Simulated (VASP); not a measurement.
# Cr (Im-3m) in VASP: a series of runs

Aim: see how the results for Cr move with the level of theory and the settings. Levels: BHLYP, PBEsol-based screened hybrid with 25 % exact exchange, PBE0. Tasks: single point.

All numbers are computed with VASP 6.6.1; they aren't measurements. Logs are shortened: lines on timing, memory, paths and dates and some standing lists are left out, and cuts for length are marked.

## 1. The cell of the first run

Symmetry: Im-3m, No. 229, cubic system. Conventional cell: a = 2.929 Å, b = 2.929 Å, c = 2.929 Å, α = 90.00°, β = 90.00°, γ = 90.00°. Cr (site symmetry m-3m) has 14 Cr at 2.54 to 2.93 Å within 3.3 Å.

## 2. Single point, BHLYP, collinear spin, ferromagnetic start

POSCAR

```
Cr
1.0
   -1.4643870875      1.4643870875      1.4643870875
    1.4643870875     -1.4643870875      1.4643870875
    1.4643870875      1.4643870875     -1.4643870875
Cr
1
Direct
    0.0000000000      0.0000000000      0.0000000000
```

INCAR.step1

```
SYSTEM = Cr
PREC     = Accurate       ! precision mode
ENCUT    = 520            ! plane-wave cutoff, eV
EDIFF    = 1E-5           ! SCF threshold, eV
ISMEAR   = -1             ! smearing method
SIGMA    = 0.05           ! smearing width, eV
LREAL    = .False.        ! projectors in reciprocal space
LASPH    = .True.         ! aspherical terms in the spheres
NELM     = 150            ! most SCF steps
ALGO     = Normal         ! electronic algorithm
ISIF     = 2              ! what is computed and relaxed
LWAVE    = .True.         ! write WAVECAR
ISPIN    = 2              ! spin polarisation
MAGMOM   = 3              ! initial moments
LORBIT   = 11             ! projections on sites
LMAXMIX  = 4              ! l up to which the mixer works
GGA      = PE             ! functional
NBANDS   = 16             ! bands
```

INCAR.step2

```
SYSTEM = Cr
PREC     = Accurate       ! precision mode
ENCUT    = 520            ! plane-wave cutoff, eV
EDIFF    = 1E-6           ! SCF threshold, eV
ISMEAR   = -1             ! smearing method
SIGMA    = 0.05           ! smearing width, eV
LREAL    = .False.        ! projectors in reciprocal space
LASPH    = .True.         ! aspherical terms in the spheres
NELM     = 150            ! most SCF steps
ALGO     = Normal         ! electronic algorithm
ISIF     = 2              ! what is computed and relaxed
LWAVE    = .False.        ! write WAVECAR
LCHARG   = .True.         ! write CHGCAR
ISPIN    = 2              ! spin polarisation
MAGMOM   = 3              ! initial moments
LORBIT   = 11             ! projections on sites
LMAXMIX  = 4              ! l up to which the mixer works
GGA      = B5             ! functional
LHFCALC  = .True.         ! exact exchange
AEXX     = 0.5            ! exact-exchange fraction
ALDAX    = 0.5          
AGGAX    = 0.5          
AGGAC    = 1.0          
ALDAC    = 0.0          
PRECFOCK = Normal       
LELF     = .True.         ! ELF
LVHAR    = .True.       
ISTART   = 1            
NBANDS   = 16             ! bands
```

KPOINTS

```
regular mesh
0
Gamma
  6 6 6
  0 0 0
```

Potentials or basis: VASP PAW PBE potentials, release 64 (Cr_pv).

The run is started by

```
$ cat potpaw_PBE.64/Cr_pv/POTCAR > POTCAR
$ cp INCAR.step1 INCAR
$ mpirun -np 1 vasp_std > vasp.out
$ cp INCAR.step2 INCAR
$ mpirun -np 1 vasp_std > vasp.out
```

OUTCAR:

```text
SYSTEM = Cr
   PREC = Accurate
   ENCUT = 520
   EDIFF = 1E-6
   ISMEAR = -1
   LREAL = .False.
   LASPH = .True.
   NELM = 150
   ISIF = 2
   ISPIN = 2
   LORBIT = 11
   GGA = B5
   LHFCALC = .True.
   AEXX = 0.5
   PRECFOCK = Normal
   ISTART = 1

 ion  position               nearest neighbor table
   1  0.000  0.000  0.000-

  LATTYP: Found a body centered cubic cell.
 ALAT       =     2.9287741750

  Lattice vectors:

 A1 = (  -1.4643870875,   1.4643870875,   1.4643870875)
 A2 = (   1.4643870875,  -1.4643870875,   1.4643870875)
 A3 = (   1.4643870875,   1.4643870875,  -1.4643870875)

Analysis of symmetry for initial positions (statically):
=====================================================================
 Subroutine PRICEL returns:
 Original cell was already a primitive cell.

 Routine SETGRP: Setting up the symmetry group for a
 body centered cubic supercell.

 Subroutine GETGRP returns: Found 48 space group operations
 (whereof 48 operations were pure point group operations)
 out of a pool of 48 trial point group operations.

The static configuration has the point symmetry O_h .

Analysis of symmetry for dynamics (positions and initial velocities):
=====================================================================
 Subroutine PRICEL returns:
 Original cell was already a primitive cell.

 Routine SETGRP: Setting up the symmetry group for a
 body centered cubic supercell.

 Subroutine GETGRP returns: Found 48 space group operations
 (whereof 48 operations were pure point group operations)
 out of a pool of 48 trial point group operations.

The dynamic configuration has the point symmetry O_h .

Analysis of structural, dynamic, and magnetic symmetry:
=====================================================================
 Subroutine PRICEL returns:
 Original cell was already a primitive cell.

 Routine SETGRP: Setting up the symmetry group for a
 body centered cubic supercell.

 Subroutine GETGRP returns: Found 48 space group operations
 (whereof 48 operations were pure point group operations)
 out of a pool of 48 trial point group operations.

The overall configuration has the point symmetry O_h .

 Subroutine INISYM returns: Found 48 space group operations
 (whereof 48 operations are pure point group operations),
 and found     1 'primitive' translations

----------------------------------------------------------------------------------------

                                     Primitive cell

  volume of cell :      12.5611

  direct lattice vectors                    reciprocal lattice vectors
    -1.464387088  1.464387088  1.464387088     0.000000000  0.341439777  0.341439777
     1.464387088 -1.464387088  1.464387088     0.341439777  0.000000000  0.341439777
     1.464387088  1.464387088 -1.464387088     0.341439777  0.341439777  0.000000000

  length of vectors
     2.536392837  2.536392837  2.536392837     0.482868763  0.482868763  0.482868763

  position of ions in fractional coordinates (direct lattice)
     0.000000000  0.000000000  0.000000000

  ion indices of the primitive-cell ions
   primitive index   ion index
                 1           1

----------------------------------------------------------------------------------------

 KPOINTS: regular mesh

Automatic generation of k-mesh.
 Grid dimensions read from file:
 generate k-points for:    6    6    6

 Generating k-lattice:

  Cartesian coordinates                     Fractional coordinates (reciprocal lattice)
     0.000000000  0.056906629  0.056906629     0.166666667  0.000000000  0.000000000
     0.056906629  0.000000000  0.056906629     0.000000000  0.166666667  0.000000000
     0.056906629  0.056906629  0.000000000     0.000000000  0.000000000  0.166666667

  Length of vectors
     0.080478127  0.080478127  0.080478127

  Shift w.r.t. Gamma in fractional coordinates (k-lattice)
     0.000000000  0.000000000  0.000000000

 Subroutine IBZKPT returns following result:
 ===========================================

 Found     16 irreducible k-points:

 Following reciprocal coordinates:
            Coordinates               Weight
  0.000000  0.000000  0.000000      1.000000
  0.166667  0.000000  0.000000     12.000000
  0.333333  0.000000  0.000000     12.000000
  0.500000  0.000000  0.000000      6.000000
  0.166667  0.166667  0.000000     24.000000
  0.333333  0.166667  0.000000     48.000000
[... 8 lines left out ...]
  0.500000  0.500000  0.333333     12.000000
  0.500000  0.500000  0.500000      1.000000
   k-points           NKPTS =     16   k-points in BZ     NKDIM =    216   number of bands    NBANDS=     16
   number of dos      NEDOS =    301   number of ions     NIONS =      1
   total plane-waves  NPLWV =   8000
   dimension x,y,z NGX =    20 NGY =   20 NGZ =   20
   dimension x,y,z NGXF=    40 NGYF=   40 NGZF=   40
   ions per type =               1
   NGX,Y,Z   is equivalent  to a cutoff of  13.11, 13.11, 13.11 a.u.
   NGXF,Y,Z  is equivalent  to a cutoff of  26.22, 26.22, 26.22 a.u.
 SYSTEM =  Cr
   PREC   = accura    normal or accurate (medium, high low for compatibility)
   ISTART =      1    job   : 0-new  1-cont  2-samecut
   ICHARG =      0    charge: 1-file 2-atom 10-const
   ISPIN  =      2    spin polarized calculation?
   LNONCOLLINEAR =      F non collinear calculations
   LSORBIT =      F    spin-orbit coupling
   LASPH  =      T    aspherical Exc in radial PAW
   ENCUT  =  520.0 eV  38.22 Ry    6.18 a.u.   4.72  4.72  4.72*2*pi/ulx,y,z
   NELM   =    150;   NELMIN=  2; NELMDL=  0     # of ELM steps
   EDIFF  = 0.1E-05   stopping-criterion for ELM
   LREAL  =      F    real-space projection
   EDIFFG = 0.1E-04   stopping-criterion for IOM
   NSW    =      0    number of steps for IOM
   IBRION =     -1    ionic relax: 0-MD 1-quasi-New 2-CG
   NFREE  =      0    steps in history (QN), initial steepest desc. (CG)
   ISIF   =      2    stress and relaxation
   ISYM   =      3    0-nonsym 1-usesym 2-fastsym
   POTIM  = 0.5000    time-step for ionic-motion
   TEBEG  =    0.0;   TEEND  =   0.0 temperature during run
   PSTRESS=    0.0 pullay stress
   NELECT =      12.0000    total number of electrons
   NUPDOWN=      -1.0000    fix difference up-down
   EMIN   =  10.00;   EMAX   =-10.00  energy-range for DOS
   EFERMI =   0.00;   METHOD = LEGACY
   ISMEAR =    -1;   SIGMA  =   0.05  broadening in eV -4-tet -1-fermi 0-gaus
   EFERMI_NEDOS =   21; number of points for ismear=-14 and -15
   IALGO  =     38    algorithm
   IMIX   =      1    mixing-type and parameters
     AMIX     =   0.40;   BMIX     =  1.00
     AMIX_MAG =   1.60;   BMIX_MAG =  1.00
  volume/ion in A,a.u.               =      12.56        84.77
  Fermi-wavevector in a.u.,A,eV,Ry     =   1.612350  3.046900 35.370698  2.599673
  Thomas-Fermi vector in A             =   2.707594
   LORBIT       =     11    0 simple, 1 ext, 2 COOP (PROOUT), +10 PAW based schemes
   GGA     = B5    functional components
   LHFCALC =     T    Hartree Fock is set to
   PRECFOCK=normal    Normal, Fast or Accurate (Low or Medium for compatibility)
   ENCUT4O =  -1.0   cutoff for four orbital integrals eV
   NKREDX  =     1    reduce k-point grid by
   NKREDY  =     1    reduce k-point grid by
   NKREDZ  =     1    reduce k-point grid by
   AEXX    =    0.5000 exact exchange contribution
   HFSCREEN=    0.0000 screening length (either q_TF or 0.3 A-1)
   HFSCREENC=   0.0000 screening length for correlation (either q_TF or 0.3 A-1)
   ENCUTFOCK=  -1.0 apply spherical cutoff to Coloumb kernel
   IVDW    =     0    specifies the selected vdW correction
   LEPSILON=     F    determine dielectric tensor
   LRPA    =     F    only Hartree local field effects (RPA)
 spin polarized calculation
  energy-cutoff  :      520.00
  volume of cell :       12.56
 maximum number of plane-waves:       370
  NGX = 16; NGY = 16; NGZ = 16

 number of electron      12.0000009 magnetization      -0.0000466

 number of electron      12.0000009 magnetization       0.0555473

 Free energy of the ion-electron system (eV)
  ---------------------------------------------------
  ext. energy  EPLUGINS =         0.00000000
  ---------------------------------------------------
  free energy    TOTEN  =       -15.33700246 eV

  energy without entropy =      -15.33700245  energy(sigma->0) =      -15.33700245

 E-fermi :   9.9721     XC(G=0):  -6.9380

 val. band max:        9.1298707931   @ k =  -0.3333   0.3333   0.3333
 cond. band min:      10.8195169584   @ k =   0.5000   0.5000   0.3333
 fundamental gap:      1.6896461652
 Fermi energy:         9.9721141025

 spin component 1

 k-point     1 :       0.0000    0.0000    0.0000
  band No.  band energies     occupation
      1     -40.9029      1.00000
      2     -40.9029      1.00000
      3     -40.9029      1.00000
      4      -0.6643      1.00000
      5       6.6669      1.00000
      6       6.6669      1.00000
[... 8 lines left out ...]
     15      42.6322      0.00000
     16      46.5951      0.00000

 k-point     2 :       0.1667    0.0000    0.0000
  band No.  band energies     occupation
      1     -41.1327      1.00000
      2     -40.9712      1.00000
      3     -40.8967      1.00000
      4       0.6734      1.00000
      5       6.1843      1.00000
      6       6.7308      1.00000
[... 8 lines left out ...]
     15      40.9823      0.00000
     16      41.5564      0.00000
[... 234 lines left out ...]
      4       5.7906      1.00000
      5       5.8877      1.00000
      6      10.8195      0.00000
[... 8 lines left out ...]
     15      38.3594      0.00000
     16      46.4740      0.00000

 k-point    16 :       0.5000    0.5000    0.5000
  band No.  band energies     occupation
      1     -41.4914      1.00000
      2     -41.4914      1.00000
      3     -41.4914      1.00000
      4       5.1445      1.00000
      5       5.1446      1.00000
      6      13.1897      0.00000
[... 8 lines left out ...]
     15      35.1581      0.00000
     16      47.9757      0.00000
 Fermi energy:         9.9721141025

 spin component 2

 k-point     1 :       0.0000    0.0000    0.0000
  band No.  band energies     occupation
      1     -40.7690      1.00000
      2     -40.7690      1.00000
      3     -40.7690      1.00000
      4      -0.7054      1.00000
      5       6.9592      1.00000
      6       6.9592      1.00000
[... 8 lines left out ...]
     15      42.5872      0.00000
     16      46.6799      0.00000

 k-point     2 :       0.1667    0.0000    0.0000
  band No.  band energies     occupation
      1     -41.0012      1.00000
      2     -40.8377      1.00000
      3     -40.7622      1.00000
      4       0.6346      1.00000
      5       6.4732      1.00000
      6       7.0195      1.00000
[... 8 lines left out ...]
     15      40.9543      0.00000
     16      41.5736      0.00000
[... 235 lines left out ...]
      5       5.7781      1.00000
      6      11.2809      0.00000
[... 8 lines left out ...]
     15      38.3540      0.00000
     16      46.5184      0.00000

 k-point    16 :       0.5000    0.5000    0.5000
  band No.  band energies     occupation
      1     -41.3578      1.00000
      2     -41.3578      1.00000
      3     -41.3578      1.00000
      4       5.0298      1.00000
      5       5.0298      1.00000
      6      13.6790      0.00000
[... 8 lines left out ...]
     15      35.1457      0.00000
     16      48.0068      0.00000

------------------------ aborting loop because EDIFF is reached ----------------------------------------

  FORCE on cell =-STRESS in cart. coord.  units (eV):
  Direction    XX          YY          ZZ          XY          YZ          ZX
  --------------------------------------------------------------------------------------
  -------------------------------------------------------------------------------------
  Total       -1.9813506     -1.9813506     -1.9813506     -0.0000000     -0.0000000     -0.0000000
  in kB     -252.7226948   -252.7226948   -252.7226948     -0.0000000     -0.0000000     -0.0000000
  external PRESSURE =    -252.7226948 kB  Pullay stress =       0.0000000 kB

 VOLUME and BASIS-vectors are now :
 -----------------------------------------------------------------------------
  energy-cutoff  :      520.00
  volume of cell :       12.56
      direct lattice vectors                 reciprocal lattice vectors
    -1.464387088  1.464387088  1.464387088     0.000000000  0.341439777  0.341439777
     1.464387088 -1.464387088  1.464387088     0.341439777  0.000000000  0.341439777
     1.464387088  1.464387088 -1.464387088     0.341439777  0.341439777  0.000000000

 POSITION                                       TOTAL-FORCE (eV/Angst)
 -----------------------------------------------------------------------------------
      0.00000      0.00000      0.00000        -0.000000     -0.000000     -0.000000
 -----------------------------------------------------------------------------------
    total drift:                               -0.000000      0.000000      0.000000

  FREE ENERGIE OF THE ION-ELECTRON SYSTEM (eV)
  ---------------------------------------------------
  free  energy   TOTEN  =       -15.3370024560 eV

  energy  without entropy=      -15.3370024512  energy(sigma->0) =      -15.33700245

 total charge

# of ion       s       p       d       tot
------------------------------------------
    1        0.492   6.414   4.059  10.965

 magnetization (x)

# of ion       s       p       d       tot
------------------------------------------
    1       -0.001  -0.002   0.064   0.062
```

It took 32 min on 1 thread of Intel Xeon Platinum 8488C (Sapphire Rapids), shared host; peak memory 0.14 GiB.

What came out:

* Free energy: -15.3370 eV
* Pressure: -25.3 GPa
* Net moment: 0.06 μB per cell
* Site moments: Cr +0.06 μB
* Valence electrons inside the program's atomic spheres: Cr 10.96

Levels at points of the mesh, in eV from the Fermi level:
Spin up:
```csv
k point,band 3,band 4,band 5,band 6,band 7,band 8,band 9,band 10
"(0.00, 0.00, 0.00)",-50.88,-10.64,-3.31,-3.31,-3.31,4.84,4.84,12.33
"(0.50, 0.00, 0.00)",-50.85,-6.65,-5.09,1.36,3.56,3.98,4.94,11.48
"(0.50, 0.50, 0.50)",-51.46,-4.83,-4.83,3.22,3.22,3.22,12.27,12.39
```
Spin down:
```csv
k point,band 4,band 5,band 6,band 7,band 8,band 9
"(0.00, 0.00, 0.00)",-10.68,-3.01,-3.01,-3.01,4.78,4.78
"(0.50, 0.00, 0.00)",-6.52,-4.81,1.30,3.94,4.02,4.88
"(0.50, 0.50, 0.50)",-4.94,-4.94,3.71,3.71,3.71,12.36
```

Caveat: the k points lie up to 0.51 Å⁻¹ apart; the PAW data sets were made with another functional, which shifts forces and pressure a little.

## 3. Single point, PBEsol-based screened hybrid with 25 % exact exchange, collinear spin, ferromagnetic start

This run uses another cell than the first one, of 10.77 Å³/atom.

POSCAR

```
Cr
1.0
   -1.3909917240      1.3909917240      1.3909917240
    1.3909917240     -1.3909917240      1.3909917240
    1.3909917240      1.3909917240     -1.3909917240
Cr
1
Direct
    0.0000000000      0.0000000000      0.0000000000
```

INCAR.step1

```
SYSTEM = Cr
PREC     = Accurate       ! precision mode
ENCUT    = 400            ! plane-wave cutoff, eV
EDIFF    = 1E-5           ! SCF threshold, eV
ISMEAR   = -1             ! smearing method
SIGMA    = 0.05           ! smearing width, eV
LREAL    = .FALSE.        ! projectors in reciprocal space
LASPH    = .TRUE.         ! aspherical terms in the spheres
NELM     = 200            ! most SCF steps
ALGO     = Normal         ! electronic algorithm
ISIF     = 2              ! what is computed and relaxed
LWAVE    = .TRUE.         ! write WAVECAR
LCHARG   = .FALSE.        ! write CHGCAR
ISPIN    = 2              ! spin polarisation
MAGMOM   = 3              ! initial moments
LORBIT   = 11             ! projections on sites
LMAXMIX  = 4              ! l up to which the mixer works
GGA      = PE             ! functional
NBANDS   = 16             ! bands
GGA_COMPAT= .FALSE.
```

INCAR.step2

```
SYSTEM = Cr
PREC     = Accurate       ! precision mode
ENCUT    = 400            ! plane-wave cutoff, eV
EDIFF    = 1E-6           ! SCF threshold, eV
ISMEAR   = -1             ! smearing method
SIGMA    = 0.05           ! smearing width, eV
LREAL    = .FALSE.        ! projectors in reciprocal space
LASPH    = .TRUE.         ! aspherical terms in the spheres
NELM     = 200            ! most SCF steps
ALGO     = Normal         ! electronic algorithm
ISIF     = 2              ! what is computed and relaxed
LWAVE    = .FALSE.        ! write WAVECAR
LCHARG   = .FALSE.        ! write CHGCAR
ISPIN    = 2              ! spin polarisation
MAGMOM   = 3              ! initial moments
LORBIT   = 11             ! projections on sites
LMAXMIX  = 4              ! l up to which the mixer works
GGA      = PS             ! functional
LHFCALC  = .TRUE.         ! exact exchange
AEXX     = 0.25           ! exact-exchange fraction
HFSCREEN = 0.207          ! screening, 1/A
PRECFOCK = Normal       
ISTART   = 1            
NBANDS   = 16             ! bands
GGA_COMPAT= .FALSE.
```

KPOINTS

```
Automatic mesh
0
G
  6 6 6
  0 0 0
```

Potentials or basis: VASP PAW PBE potentials, release 64 (Cr_pv).

The run is started by

```
$ cat potpaw_PBE.64/Cr_pv/POTCAR > POTCAR
$ cp INCAR.step1 INCAR
$ mpirun -np 1 vasp_std > vasp.out
$ cp INCAR.step2 INCAR
$ mpirun -np 1 vasp_std > vasp.out
```

Run time: 16 min. Hardware: 1 thread of Oxide Virtual Turin-like, shared host; peak memory 0.18 GiB.

It converged, with:

* Free energy: -12.2764 eV
* Pressure: -1.4 GPa
* Band gap on the k mesh: zero (filled and empty bands overlap)
* Net moment: 0.00 μB per cell
* Valence electrons inside the program's atomic spheres: Cr 11.27

Levels at points of the mesh, in eV from the Fermi level:
Spin up:
| k point | band 4 | band 5 | band 6 | band 7 | band 8 | band 9 |
| --- | --- | --- | --- | --- | --- | --- |
| (0.00, 0.00, 0.00) | -9.57 | -1.81 | -1.81 | -1.81 | 2.08 | 2.08 |
| (0.50, 0.00, 0.00) | -5.94 | -3.77 | 0.97 | 1.93 | 2.42 | 3.48 |
| (0.50, 0.50, 0.50) | -5.61 | -5.61 | 3.06 | 3.06 | 3.06 | 9.27 |
Spin down:
```tsv
k point	band 4	band 5	band 6	band 7	band 8	band 9
(0.00, 0.00, 0.00)	-9.57	-1.81	-1.81	-1.81	2.08	2.08
(0.50, 0.00, 0.00)	-5.94	-3.77	0.97	1.93	2.42	3.48
(0.50, 0.50, 0.50)	-5.61	-5.61	3.06	3.06	3.06	9.27
```

Caveat: the k points lie up to 0.53 Å⁻¹ apart, too coarse for converged energies and pressures of a metal; the moments typed at the start vanished in this run; the PAW data sets were made with another functional, which shifts forces and pressure a little.

[end of part 1 of 2]

The gap in the log of VASP goes by the Fermi energy; the results here count the filled bands.